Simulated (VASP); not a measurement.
V: single point with LDA

The system is V.

```
V
1.0
     2.63613    0.00000    0.00000
    -1.31806    2.28295    0.00000
     0.00000    0.00000    4.80290
V
2
Direct
  0.33333 0.66667 0.25000
  0.66667 0.33333 0.75000
```

This cell differs from its parent crystal: volume scaled by 1.12.

* Program: VASP 6.6.1
* Task: single point
* Functional: LDA
* Potentials or basis: VASP PAW LDA potentials, release 64 (V_sv)
* Cutoff: 520 eV
* k mesh: 16 × 16 × 8
* Occupations: fermi-dirac, width 0.1 eV
* Spin: no spin polarisation

```yaml
Pressure: -17.7 GPa
Band_gap_on_the_k_mesh: zero (band 13 reaches 10.50 eV, above the bottom of band 14 at 8.40 eV)
```

Stress tensor (GPa, compression positive):
```
-17.78   0.00   0.00
  0.00 -17.78   0.00
  0.00   0.00 -17.43
```

Levels at points of the mesh, in eV from the Fermi level:
```
           k point  band 9  band 10  band 11  band 12  band 13  band 14  band 15  band 16  band 17  band 18
(0.00, 0.00, 0.00)   -6.66    -3.32    -0.57    -0.21     0.32     0.32     0.61     0.61     1.72     1.72
(0.50, 0.00, 0.00)   -2.78    -2.73    -2.55    -0.37    -0.14     0.28     0.59     2.76     3.35     3.45
(0.00, 0.00, 0.50)   -4.96    -4.96    -0.97    -0.97     0.35     0.35     0.35     0.35     2.34     2.34
(0.50, 0.00, 0.50)   -3.09    -3.09    -1.71    -1.71     1.55     1.55     1.58     1.58     3.41     3.41
```

Wall time 33 s on 1 thread of Intel(R) Xeon(R) 6975P-C (Granite Rapids) (shared host), peak memory 0.17 GiB.
